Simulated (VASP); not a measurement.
A run of VASP 6.6.1 is set up as follows.

Contents of INCAR:

```
SYSTEM = RuS2
PREC = Accurate
ENCUT = 600
EDIFF = 1E-7
ISMEAR = -1
SIGMA = 0.05
LREAL = .False.
LASPH = .True.
NELM = 60
ALGO = Normal
ISIF = 3
LWAVE = .False.
LCHARG = .False.
GGA = PE
IBRION = 2
NSW = 60
EDIFFG = -0.01
```

The input KPOINTS:

```
Automatic mesh
0
Gamma
  5 5 5
  0 0 0
```

File POSCAR:

```
RuS2
1.0
    5.6106000000      0.0000000000      0.0000000000
    0.0000000000      5.6106000000      0.0000000000
    0.0000000000      0.0000000000      5.6106000000
Ru S
4 8
Direct
    0.0000000000      0.5000000000      0.5000000000
    0.5000000000      0.5000000000      0.0000000000
    0.5000000000      0.0000000000      0.5000000000
    0.0000000000      0.0000000000      0.0000000000
    0.3883100000      0.1116900000      0.8883100000
    0.1116900000      0.8883100000      0.3883100000
    0.8883100000      0.3883100000      0.1116900000
    0.6116900000      0.6116900000      0.6116900000
    0.6116900000      0.8883100000      0.1116900000
    0.8883100000      0.1116900000      0.6116900000
    0.1116900000      0.6116900000      0.8883100000
    0.3883100000      0.3883100000      0.3883100000
```

Potentials or basis: VASP PAW PBE potentials, release 64 (Ru_pv, S).

Launch:

```console
$ cat potpaw_PBE.64/Ru_pv/POTCAR potpaw_PBE.64/S/POTCAR > POTCAR
$ mpirun -np 1 vasp_std > vasp.out
```

Predict the space group after relaxing (to 0.1 Å).

Pa-3 (No. 205).

Estimate the relaxed volume.

15.00 Å³/atom.

Estimate the band gap on the k mesh.

0.61 eV (least direct gap 0.84 eV).

Estimate the relaxed cell.

a = 5.646 Å, b = 5.646 Å, c = 5.646 Å, α = 90.00°, β = 90.00°, γ = 90.00°.

Step by step:
```
step  energy change (eV)  largest force (eV/Å)  pressure (GPa)  volume (Å³)
   1              0.0000                0.2076            3.43       176.62
   2              0.0207                0.0490           -4.28       184.80
   3             -0.0413                0.1295           -0.22       180.22
   4             -0.0455                0.0406           -0.06       180.06
   5             -0.0460                0.0014            0.01       179.98
```

Caveat: semilocal functionals underestimate gaps, and a narrow one can read as zero; an odd mesh through Γ misses points on the zone boundary, where band edges can lie. PBE usually gives volumes a little too large and moduli too small.
